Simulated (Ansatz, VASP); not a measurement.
**Two plane-wave programs on Cd2S**

INCAR

```
PREC = Accurate
ENCUT = 520
EDIFF = 1E-6
ISMEAR = 0
SIGMA = 0.05
LREAL = False
LASPH = True
NELM = 60
ALGO = Normal
ISIF = 2
LWAVE = False
LCHARG = False
GGA = PS
NBANDS = 22
```

The input KPOINTS:

```
regular mesh
0
Gamma
  12 12 6
```

POSCAR

```
Cd2S
1.0
    4.0360586983      0.0000000000      0.0000000000
   -2.0180293492      3.4953293640      0.0000000000
    0.0000000000      0.0000000000      6.2653297558
Cd S
2 1
Direct
    0.6666666700      0.3333333300      0.5527585898
    0.3333333300      0.6666666700      0.9679316989
    0.3333333300      0.6666666700      0.3564667114
```

Input for Ansatz:

```yaml
crystal:
  lattice:
    - [4.0360586983, 0.0, 0.0]
    - [-2.0180293492, 3.495329364, 0.0]
    - [0.0, 0.0, 6.2653297558]
  atoms:
    - { symbol: Cd, position: [0.66666667, 0.33333333, 0.5527585898] }
    - { symbol: Cd, position: [0.33333333, 0.66666667, 0.9679316989] }
    - { symbol: S, position: [0.33333333, 0.66666667, 0.3564667114] }
basis:
  ecutwfc: 420
kpoints:
  mp_grid: { grid: [12, 12, 6] }
hamiltonian:
  xc: pbesol
scf:
  occupations: { method: gaussian, width: 0.05 }
output:
  forces: true
  stress: true
  eigenvalues: true
```

Alike in both runs: task single point; functional PBEsol; k mesh 12 × 12 × 6; occupations gaussian, width 0.05 eV; no spin polarisation.

```csv
,VASP,Ansatz
version,VASP 6.6.1,Ansatz 0.2.0
potentials or method,"VASP PAW PBE potentials, release 64 (Cd, S), cutoff 520 eV","scalar-relativistic, plane waves, PAW"
valence electrons in the cell,30,46
```

```tsv
	VASP	Ansatz	Ansatz less VASP
pressure (GPa)	-4.2	-4.4	-0.21
traceless stress, the component that is largest in VASP (GPa)	-0.28	-0.38	-0.095
rms of the force components (eV/Å)	0.433	0.417	-0.0164
```

VASP's potentials were made for PBE, not for PBEsol. Atom by atom the forces differ by 0.021 eV/Å (rms over components). The functional is the same, so the differences come from potentials, cutoffs and numerics. VASP's potentials hold 30 valence electrons a cell and Ansatz's 46, so a difference there can come from the potentials and not from the codes.
